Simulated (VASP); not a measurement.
# Ga16P17 (a cell with a defect) in VASP: single point with PBE

Aim: the single point of Ga16P17 (a cell with a defect) with PBE.

Everything below comes from runs of VASP 6.6.1. Logs are shortened: lines on timing, memory, paths and dates and some standing lists are left out, and cuts for length are marked.

## 1. The cell of the first run

The cell holds a defect, 33 atoms: a = 9.535 Å, b = 9.535 Å, c = 9.535 Å, α = 109.47°, β = 109.47°, γ = 109.47°.

## 2. Single point, PBE (with an interstitial atom, then relaxed in part)

INCAR reads:

```
SYSTEM = Ga16P17
PREC = Accurate
ENCUT = 520
EDIFF = 1E-6
ISMEAR = 0
SIGMA = 0.01
LREAL = Auto
LASPH = .True.
NELM = 100
ALGO = Normal
ISIF = 2
LWAVE = .False.
LCHARG = .True.
GGA = PE
LVHAR = .True.
NBANDS = 168
NELECT = 292.0
KPAR = 2
NCORE = 2
```

KPOINTS reads:

```
Automatic mesh
0
Gamma
  2 2 2
  0.5 0.5 0.5
```

POSCAR reads:

```
Ga16P17
1.0
   -5.5051169748      5.5051169748     -5.5051169748
    5.5051169748      5.5051169748      5.5051169748
    5.5051169748     -5.5051169748     -5.5051169748
Ga P
16 17
Direct
    0.2478773183      0.2455224314      0.5000422616
   -0.0029761331      0.4999515997      0.4978922294
    0.5023746215      0.2531713553      0.2560462977
    0.7493463477      0.7470482901      0.5028924571
    0.2657217173      0.5007311220      0.2774365608
    0.5006529066      0.0040490585      0.5055052675
   -0.0096292289      0.7501329694      0.2516012219
    0.7398000589      0.2500573667      0.0016646851
    0.4909240707      0.5002295142      0.0017160452
    0.7493671491      0.0014690347      0.2485519423
    0.9903707535      0.2243939765      0.7259751983
    0.2657928641      0.7760291626      0.0023531834
   -0.0029937330     -0.0035876678      0.0014538345
    0.7398506471      0.5002229256      0.7515334774
    0.5024267418      0.7545907597      0.7546844070
    0.2479186903     -0.0014524944      0.7469724642
    0.2499100270      0.2468437747      0.7483348884
   -0.0116429241      0.5005920895      0.7499734273
    0.4963365540      0.2490504404      0.5004551676
    0.7475131168      0.7513579879      0.7515351843
    0.2504451209      0.5000393758      0.5150475304
    0.4963357226     -0.0010640064      0.7504642720
   -0.0024938469      0.7499046075      0.5026491373
    0.7474719209      0.2500751949      0.2528030779
    0.5028089684      0.5000826924      0.2548663039
    0.7370379539     -0.0130940568      0.4883861288
   -0.0116611798      0.2484992058      0.0020484392
    0.2406934423      0.7520347561      0.2536098271
   -0.0025131818      0.0011896229      0.2514082021
    0.7427110798      0.5002070476      0.0016706560
    0.5028344443      0.7534011324      0.0015919869
    0.2503933161      0.0135153258      0.0014668122
    0.1140572433      0.4992138285      0.0005951229
```

Potentials or basis: VASP PAW PBE potentials, release 64 (Ga_d, P).

On the command line:

```sh
> cat potpaw_PBE.64/Ga_d/POTCAR potpaw_PBE.64/P/POTCAR > POTCAR
> mpirun -np 4 vasp_std > vasp.out
```

OUTCAR:

```text
SYSTEM = Ga16P17
   PREC = Accurate
   ENCUT = 520
   EDIFF = 1E-6
   ISMEAR = 0
   LREAL = Auto
   LASPH = .True.
   NELM = 100
   ISIF = 2
   GGA = PE
   NELECT = 292.0

 ion  position               nearest neighbor table
   1  0.248  0.246  0.500-  19 2.36  17 2.36  29 2.36  21 2.37
   2  0.997  0.500  0.498-  21 2.37  24 2.37  23 2.37  18 2.43
   3  0.502  0.253  0.256-  25 2.36  24 2.36  19 2.36  32 2.38
   4  0.749  0.747  0.503-  25 2.36  23 2.36  20 2.36  26 2.38
   5  0.266  0.501  0.277-  21 2.32  25 2.34  33 2.54  28 2.56  27 2.57
   6  0.501  0.004  0.506-  22 2.37  19 2.37  26 2.37  28 2.43
   7  0.990  0.750  0.252-  23 2.37  29 2.37  28 2.37  30 2.38
   8  0.740  0.250  0.002-  24 2.37  22 2.37  27 2.37  30 2.38
   9  0.491  0.500  0.002-  25 2.38  31 2.38  17 2.38  30 2.40
  10  0.749  0.001  0.249-  31 2.36  29 2.36  24 2.36  26 2.38
  11  0.990  0.224  0.726-  26 2.32  17 2.34  33 2.53  27 2.57  18 2.57
  12  0.266  0.776  0.002-  32 2.32  31 2.34  33 2.54  28 2.56  18 2.57
  13  0.997  0.996  0.001-  20 2.37  32 2.37  29 2.37  27 2.43
  14  0.740  0.500  0.752-  20 2.37  19 2.37  18 2.37  30 2.38
  15  0.502  0.755  0.755-  31 2.36  20 2.36  22 2.36  21 2.37
  16  0.248  0.999  0.747-  22 2.36  17 2.36  23 2.36  32 2.37
  17  0.250  0.247  0.748-  11 2.34   1 2.36  16 2.36   9 2.38
  18  0.988  0.501  0.750-  33 2.30  14 2.37   2 2.43  12 2.57  11 2.57
  19  0.496  0.249  0.500-   1 2.36   3 2.36   6 2.37  14 2.37
  20  0.748  0.751  0.752-  15 2.36   4 2.36  13 2.37  14 2.37
  21  0.250  0.500  0.515-   5 2.32   2 2.37   1 2.37  15 2.37
  22  0.496  0.999  0.750-  16 2.36  15 2.36   6 2.37   8 2.37
  23  0.998  0.750  0.503-   4 2.36  16 2.36   2 2.37   7 2.37
  24  0.747  0.250  0.253-   3 2.36  10 2.36   2 2.37   8 2.37
  25  0.503  0.500  0.255-   5 2.34   3 2.36   4 2.36   9 2.38
  26  0.737  0.987  0.488-  11 2.32   6 2.37   4 2.38  10 2.38
  27  0.988  0.248  0.002-  33 2.30   8 2.37  13 2.43   5 2.57  11 2.57
  28  0.241  0.752  0.254-  33 2.31   7 2.37   6 2.43   5 2.56  12 2.56
  29  0.997  0.001  0.251-  10 2.36   1 2.36  13 2.37   7 2.37
  30  0.743  0.500  0.002-   7 2.38   8 2.38  14 2.38   9 2.40
  31  0.503  0.753  0.002-  12 2.34  15 2.36  10 2.36   9 2.38
  32  0.250  0.014  0.001-  12 2.32  13 2.37  16 2.37   3 2.38
  33  0.114  0.499  0.001-  18 2.30  27 2.30  28 2.31  11 2.53  12 2.54   5 2.54

  LATTYP: Found a body centered cubic cell.
 ALAT       =    11.0102339496

  Lattice vectors:

 A1 = (  -5.5051169748,   5.5051169748,  -5.5051169748)
 A2 = (   5.5051169748,   5.5051169748,   5.5051169748)
 A3 = (   5.5051169748,  -5.5051169748,  -5.5051169748)

Analysis of symmetry for initial positions (statically):
=====================================================================
 Subroutine PRICEL returns:
 Original cell was already a primitive cell.

 Routine SETGRP: Setting up the symmetry group for a
 body centered cubic supercell.

 Subroutine GETGRP returns: Found  1 space group operations
 (whereof  1 operations were pure point group operations)
 out of a pool of 48 trial point group operations.

The static configuration has the point symmetry C_1 .

Analysis of symmetry for dynamics (positions and initial velocities):
=====================================================================
 Subroutine PRICEL returns:
 Original cell was already a primitive cell.

 Routine SETGRP: Setting up the symmetry group for a
 body centered cubic supercell.

 Subroutine GETGRP returns: Found  1 space group operations
 (whereof  1 operations were pure point group operations)
 out of a pool of 48 trial point group operations.

The dynamic configuration has the point symmetry C_1 .

 Subroutine INISYM returns: Found  1 space group operations
 (whereof  1 operations are pure point group operations),
 and found     1 'primitive' translations

----------------------------------------------------------------------------------------

                                     Primitive cell

  volume of cell :     667.3592

  direct lattice vectors                    reciprocal lattice vectors
    -5.505116975  5.505116975 -5.505116975     0.000000000  0.090824591 -0.090824591
     5.505116975  5.505116975  5.505116975     0.090824591  0.090824591  0.000000000
     5.505116975 -5.505116975 -5.505116975     0.090824591  0.000000000 -0.090824591

  length of vectors
     9.535142302  9.535142302  9.535142302     0.128445369  0.128445369  0.128445369

  position of ions in fractional coordinates (direct lattice)
     0.247877318  0.245522431  0.500042262
     0.997023867  0.499951600  0.497892229
     0.502374622  0.253171355  0.256046298
     0.749346348  0.747048290  0.502892457
     0.265721717  0.500731122  0.277436561
     0.500652907  0.004049059  0.505505267
[... 25 lines left out ...]
     0.250393316  0.013515326  0.001466812
     0.114057243  0.499213828  0.000595123

  ion indices of the primitive-cell ions
   primitive index   ion index
                 1           1
                 2           2
                 3           3
                 4           4
                 5           5
                 6           6
[... 25 lines left out ...]
                32          32
                33          33

----------------------------------------------------------------------------------------

 KPOINTS: Automatic mesh

Automatic generation of k-mesh.
 Grid dimensions read from file:
 generate k-points for:    2    2    2

 Generating k-lattice:

  Cartesian coordinates                     Fractional coordinates (reciprocal lattice)
     0.000000000  0.045412296 -0.045412296     0.500000000  0.000000000  0.000000000
     0.045412296  0.045412296  0.000000000     0.000000000  0.500000000  0.000000000
     0.045412296  0.000000000 -0.045412296     0.000000000  0.000000000  0.500000000

  Length of vectors
     0.064222684  0.064222684  0.064222684

  Shift w.r.t. Gamma in fractional coordinates (k-lattice)
     0.500000000  0.500000000  0.500000000

 Subroutine IBZKPT returns following result:
 ===========================================

 Found      4 irreducible k-points:

 Following reciprocal coordinates:
            Coordinates               Weight
  0.250000  0.250000  0.250000      2.000000
 -0.250000  0.250000  0.250000      2.000000
  0.250000 -0.250000  0.250000      2.000000
  0.250000  0.250000 -0.250000      2.000000
   k-points           NKPTS =      4   k-points in BZ     NKDIM =      4   number of bands    NBANDS=    168
   number of dos      NEDOS =    301   number of ions     NIONS =     33
   total plane-waves  NPLWV = 373248
   dimension x,y,z NGX =    72 NGY =   72 NGZ =   72
   dimension x,y,z NGXF=   144 NGYF=  144 NGZF=  144
   ions per type =              16  17
   NGX,Y,Z   is equivalent  to a cutoff of  12.55, 12.55, 12.55 a.u.
   NGXF,Y,Z  is equivalent  to a cutoff of  25.11, 25.11, 25.11 a.u.
 SYSTEM =  Ga16P17
   PREC   = accura    normal or accurate (medium, high low for compatibility)
   ISTART =      0    job   : 0-new  1-cont  2-samecut
   ICHARG =      2    charge: 1-file 2-atom 10-const
   ISPIN  =      1    spin polarized calculation?
   LNONCOLLINEAR =      F non collinear calculations
   LSORBIT =      F    spin-orbit coupling
   LASPH  =      T    aspherical Exc in radial PAW
   ENCUT  =  520.0 eV  38.22 Ry    6.18 a.u.  17.73 17.73 17.73*2*pi/ulx,y,z
   NELM   =    100;   NELMIN=  2; NELMDL= -5     # of ELM steps
   EDIFF  = 0.1E-05   stopping-criterion for ELM
   LREAL  =      T    real-space projection
   EDIFFG = 0.1E-04   stopping-criterion for IOM
   NSW    =      0    number of steps for IOM
   IBRION =     -1    ionic relax: 0-MD 1-quasi-New 2-CG
   NFREE  =      0    steps in history (QN), initial steepest desc. (CG)
   ISIF   =      2    stress and relaxation
   ISYM   =      2    0-nonsym 1-usesym 2-fastsym
   POTIM  = 0.5000    time-step for ionic-motion
   TEBEG  =    0.0;   TEEND  =   0.0 temperature during run
   PSTRESS=    0.0 pullay stress
   NELECT =     292.0000    total number of electrons
   NUPDOWN=      -1.0000    fix difference up-down
   EMIN   =  10.00;   EMAX   =-10.00  energy-range for DOS
   EFERMI =   0.00;   METHOD = LEGACY
   ISMEAR =     0;   SIGMA  =   0.01  broadening in eV -4-tet -1-fermi 0-gaus
   EFERMI_NEDOS =   21; number of points for ismear=-14 and -15
   IALGO  =     38    algorithm
   IMIX   =      4    mixing-type and parameters
     AMIX     =   0.40;   BMIX     =  1.00
     AMIX_MAG =   1.60;   BMIX_MAG =  1.00
  volume/ion in A,a.u.               =      20.22       136.47
  Fermi-wavevector in a.u.,A,eV,Ry     =   1.242842  2.348631 21.016322  1.544656
  Thomas-Fermi vector in A             =   2.377179
   LORBIT       =      0    0 simple, 1 ext, 2 COOP (PROOUT), +10 PAW based schemes
   GGA     = PE    functional components
   LHFCALC =     F    Hartree Fock is set to
   AEXX    =    0.0000 exact exchange contribution
   IVDW    =     0    specifies the selected vdW correction
   LEPSILON=     F    determine dielectric tensor
   LRPA    =     F    only Hartree local field effects (RPA)
 non-spin polarized calculation
 Gauss-broadening in eV      SIGMA  =   0.01
  energy-cutoff  :      520.00
  volume of cell :      667.36
 maximum number of plane-waves:     17968
 NGX is ok and might be reduce to    70
   NGX = 35   NGY = 35   NGZ = 35

 number of electron     291.9999992 magnetization

 Free energy of the ion-electron system (eV)
  ---------------------------------------------------
  ext. energy  EPLUGINS =         0.00000000
  ---------------------------------------------------
  free energy    TOTEN  =      -153.07718327 eV

  energy without entropy =     -153.07718327  energy(sigma->0) =     -153.07718327

 E-fermi :   4.7693     XC(G=0):  -9.8074

 val. band max:        4.6833950559   @ k =   0.2500  -0.2500   0.2500
 cond. band min:       6.1795318794   @ k =  -0.2500   0.2500   0.2500
 fundamental gap:      1.4961368235
 Fermi energy:         4.7692968071

 k-point     1 :       0.2500    0.2500    0.2500
  band No.  band energies     occupation
      1     -10.1695      2.00000
      2     -10.1075      2.00000
      3     -10.1063      2.00000
      4     -10.0950      2.00000
      5     -10.0948      2.00000
      6     -10.0810      2.00000
[... 150 lines left out ...]
    157       7.0050      0.00000
    158       7.0276      0.00000
[... 481 lines left out ...]
    157       7.5205      0.00000
    158       7.6221      0.00000
 [bands above 158 left out]

------------------------ aborting loop because EDIFF is reached ----------------------------------------

  FORCE on cell =-STRESS in cart. coord.  units (eV):
  Direction    XX          YY          ZZ          XY          YZ          ZX
  --------------------------------------------------------------------------------------
  -------------------------------------------------------------------------------------
  Total       -0.1899575     -0.2618617     -0.2703623      0.0098423     -0.0242140     -0.0013365
  in kB       -0.4560447     -0.6286703     -0.6490782      0.0236292     -0.0581323     -0.0032086
  external PRESSURE =      -0.5779311 kB  Pullay stress =       0.0000000 kB

 VOLUME and BASIS-vectors are now :
 -----------------------------------------------------------------------------
  energy-cutoff  :      520.00
  volume of cell :      667.36
      direct lattice vectors                 reciprocal lattice vectors
    -5.505116975  5.505116975 -5.505116975     0.000000000  0.090824591 -0.090824591
     5.505116975  5.505116975  5.505116975     0.090824591  0.090824591  0.000000000
     5.505116975 -5.505116975 -5.505116975     0.090824591  0.000000000 -0.090824591

 POSITION                                       TOTAL-FORCE (eV/Angst)
 -----------------------------------------------------------------------------------
      2.73983     -0.03657     -2.76576         0.001317      0.000248      0.001238
      0.00451      5.50007     -5.47740        -0.007334      0.008556      0.003293
      0.03767      2.74980     -2.78146         0.001542     -0.000650      0.004398
      2.75583      5.46935     -2.78113        -0.000848      0.001012      0.002478
      2.82107      2.69209     -0.23357         0.006232     -0.012338     -0.011774
      0.04900     -0.00442     -5.51673         0.000620      0.006468     -0.005021
[... 25 lines left out ...]
     -1.29597      1.44477     -1.31212        -0.001018     -0.009387     -0.016288
      2.12361      3.37285      2.11706         0.014899     -0.010247      0.005886
 -----------------------------------------------------------------------------------
    total drift:                                0.002655     -0.003677     -0.027824

  FREE ENERGIE OF THE ION-ELECTRON SYSTEM (eV)
  ---------------------------------------------------
  free  energy   TOTEN  =      -153.0771832693 eV

  energy  without entropy=     -153.0771832693  energy(sigma->0) =     -153.07718327
```

Wall time 3.4 min (4 MPI ranks of Intel Xeon Platinum 8488C (Sapphire Rapids), shared host); peak memory 0.53 GiB.

What came out:

- Free energy: -153.0772 eV
- Largest force: 0.020 eV/Å

Forces in eV/Å, atoms in the order of the input:
```
Ga   0.001  0.000  0.001
Ga  -0.007  0.009  0.003
Ga   0.002 -0.001  0.004
Ga  -0.001  0.001  0.002
Ga   0.006 -0.012 -0.012
Ga   0.001  0.006 -0.005
Ga  -0.003 -0.005  0.004
Ga   0.003  0.008  0.005
Ga  -0.007  0.008 -0.007
Ga   0.000 -0.005  0.000
Ga  -0.012 -0.009  0.012
Ga   0.004  0.016  0.012
Ga  -0.005 -0.002 -0.005
Ga   0.005 -0.005 -0.006
Ga  -0.001 -0.003  0.002
Ga   0.005 -0.002  0.001
P   -0.019 -0.004  0.004
P    0.002 -0.014 -0.011
P   -0.010  0.006  0.002
P   -0.001  0.007  0.006
P   -0.003  0.010  0.008
P   -0.007 -0.004 -0.010
P    0.008  0.009 -0.001
P   -0.003 -0.006 -0.008
P    0.005  0.001 -0.005
P    0.005  0.007 -0.010
P    0.005  0.010  0.011
P   -0.008 -0.008  0.010
P    0.006  0.005 -0.011
P    0.008 -0.011  0.010
P    0.007  0.008  0.002
P   -0.001 -0.009 -0.016
P    0.015 -0.010  0.006
```

Caveat: the cell carries a net charge on a neutralising background, which shifts energy and pressure; the cell differs from its parent crystal (with an interstitial atom, then relaxed in part); the cell is charged against a uniform background, so pressure and absolute levels hang on convention.
